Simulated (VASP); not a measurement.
Crystal: MgS.

```
Mg S
1.0
     0.00000    2.53726    2.60152
     2.53726    0.00000    2.60152
     2.53726    2.53726    0.00000
Mg S
1 1
Direct
  0.00000 0.00000 0.00000
  0.50000 0.50000 0.50000
```

This cell differs from its parent crystal: biaxial xy strain -2.5%.

Base run:

```yaml
Program: VASP 6.6.1
Functional: PBE
Potentials_or_basis: VASP PAW PBE potentials, release 64 (Mg, S)
Cutoff: 520 eV
k_mesh: 8 × 8 × 8
Occupations: fermi-dirac, width 0.02 eV
Spin: no spin polarisation
```

Its results: band gap on the k mesh 2.77 eV (least direct gap 4.05 eV); pressure 5.3 GPa.

Problem. The run is repeated on the same cell with these changes: functional from PBE to r2SCAN; occupations from fermi-dirac, width 0.02 eV to gaussian, width 0.01 eV. What comes out?

Solution. Band gap on the k mesh 3.43 eV (least direct gap 4.98 eV); pressure 4.0 GPa.

Caveats: the cell stands under pressure; the PAW data sets were made with another functional, which shifts forces and pressure a little (at least some runs).

A k mesh can miss the band edges.
